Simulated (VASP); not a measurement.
Wanted: the native input for a VASP 6.6.1 run.

```
Task                   : single point
Functional             : PBE
Potentials or basis    : VASP PAW PBE potentials, release 64 (In_d, Sb, As)
Cutoff                 : 520 eV
k mesh                 : 6 × 6 × 6
Occupations            : gaussian, width 0.1 eV
Spin                   : no spin polarisation
Dipole correction      : no
Further INCAR settings : ALGO = Normal; EDIFF = 1e-07; NBANDS = 46
```

The structure of In4Sb3As lies in POSCAR:

```
In4Sb3As
1.0
    6.5261801935      0.0000000000      0.0000000000
    0.0000000000      6.5261801935      0.0000000000
    0.0000000000      0.0000000000      6.5261801935
In Sb As
4 3 1
Direct
    0.2416652626      0.7583347374      0.2416652626
    0.2416652626      0.2416652626      0.7583347374
    0.7583347374      0.7583347374      0.7583347374
    0.7583347374      0.2416652626      0.2416652626
    0.0000000000      0.5000000000      0.5000000000
    0.5000000000      0.5000000000      0.0000000000
    0.5000000000      0.0000000000      0.5000000000
    0.0000000000      0.0000000000      0.0000000000
```

The input as run:

INCAR

```
PREC     = Accurate       # precision mode
ENCUT    = 520            # plane-wave cutoff, eV
EDIFF    = 1E-7           # SCF threshold, eV
ISMEAR   = 0              # smearing method
SIGMA    = 0.1            # smearing width, eV
LREAL    = F              # projectors in reciprocal space
LASPH    = T              # aspherical terms in the spheres
NELM     = 60             # most SCF steps
ALGO     = Normal         # electronic algorithm
ISIF     = 2              # what is computed and relaxed
LWAVE    = F              # write WAVECAR
LCHARG   = F              # write CHGCAR
GGA      = PE             # functional
NBANDS   = 46             # bands
```

KPOINTS

```
regular mesh
0
Gamma
  6 6 6
```

Potentials or basis: VASP PAW PBE potentials, release 64 (In_d, Sb, As).

Run with:

```bash
$ cat potpaw_PBE.64/In_d/POTCAR potpaw_PBE.64/Sb/POTCAR potpaw_PBE.64/As/POTCAR > POTCAR
$ mpirun -np 1 vasp_std > vasp.out
```

It gave:

The pressure is 0.0 GPa. The largest force is 0.005 eV/Å and the band gap on the k mesh is zero (bands 36 and 37 overlap by 0.01 eV).

Caveat: semilocal functionals underestimate gaps, and a narrow one can read as zero; spin-orbit coupling is left out, which moves the levels of the heavy elements.

Run time: 6.2 min on 1 thread of Intel(R) Xeon(R) Platinum 8259CL CPU @ 2.50GHz (Skylake/Cascade Lake) (shared host), peak memory 0.48 GiB.
